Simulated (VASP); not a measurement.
Here is a VASP 6.6.1 calculation.

INCAR

```
SYSTEM = SbAu3S3
ALGO = Normal ; EDIFF = 1E-6
ENCUT = 540 ; GGA = PE
GGA_COMPAT = .False. ; ISIF = 2
ISMEAR = 0 ; ISPIN = 2
LASPH = .True. ; LCHARG = .False.
LMAXMIX = 4 ; LORBIT = 11
LREAL = .False. ; LWAVE = .False.
MAGMOM = 0 0 0 0 1 1 1 ; NBANDS = 58
NELM = 200 ; PREC = Accurate
SIGMA = 0.1
```

KPOINTS

```
k-points
0
Gamma
  4 4 4
  0 0 0
```

The input POSCAR:

```
SbAu3S3
1.0
    5.5803199455      0.0000000000      0.0000000000
    0.0000000000      5.4254110740      0.0000000000
   -1.7119359526      0.0000000000      5.3125915286
Sb S Au
1 3 3
Direct
    0.8197741423      0.5000000000      0.0842250763
    0.3840351263      0.0000000000      0.1266546171
    0.9745294751      0.0000000000      0.5554542406
    0.7654965932      0.0000000000      0.1826433219
    0.4675740991      0.5000000000      0.6267807960
    0.3241215203      0.5000000000      0.1120345553
    0.9655785735      0.5000000000      0.6110978629
```

Potentials or basis: VASP PAW PBE potentials, release 64 (Sb_d_GW, S, Au_sv_GW).

Command:

```console
$ cat potpaw_PBE.64/Sb_d_GW/POTCAR potpaw_PBE.64/S/POTCAR potpaw_PBE.64/Au_sv_GW/POTCAR > POTCAR
$ mpirun -np 1 vasp_std > vasp.out
```

(1) What does it give for the pressure?

(2) What does it give for the band gap on the k mesh?

Answers

(1) -0.2 GPa.

(2) zero (filled and empty bands overlap).

Caveat: spin-orbit coupling is left out, which moves the levels of the heavy elements.
